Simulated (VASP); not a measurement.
Bi: single point with PBEsol

Bi:

```
Bi
1.0
    -1.79227    1.79227    1.79227
     1.79227   -1.79227    1.79227
     1.79227    1.79227   -1.79227
Bi
1
Direct
  0.00000 0.00000 0.00000
```

This isn't the form of Bi at room conditions, which is rhombohedral.

```
Program             : VASP 6.6.1
Task                : single point
Functional          : PBEsol
Potentials or basis : VASP PAW PBE potentials, release 64 (Bi_d)
Cutoff              : 500 eV
k mesh              : 8 × 8 × 8
Occupations         : gaussian, width 0.05 eV
Spin                : no spin polarisation
```

```
Pressure               : 30.0 GPa
Band gap on the k mesh : zero (an odd number of electrons rules out a gap without spin polarisation)
```

Levels at points of the mesh, in eV from the Fermi level:
```tsv
k point	band 3	band 4	band 5	band 6	band 7	band 8	band 9	band 10	band 11	band 12
(0.00, 0.00, 0.00)	-23.23	-22.90	-22.90	-15.97	7.82	7.82	7.82	10.48	10.48	10.48
(0.50, 0.00, 0.00)	-22.92	-22.91	-22.69	-10.85	-6.98	2.33	4.25	7.46	8.66	14.67
(0.50, 0.50, 0.50)	-22.74	-22.74	-22.74	-7.05	-2.47	-2.47	-2.47	3.42	3.42	16.25
```

Run time: 9.6 s on 1 thread of AMD EPYC 7R43 64-Core Processor (Zen 3) (shared host), peak memory 0.1 GiB.

Caveat: the cell stands under pressure; the PAW data sets were made with another functional, which shifts forces and pressure a little; spin-orbit coupling is left out, which moves the levels of the heavy elements.
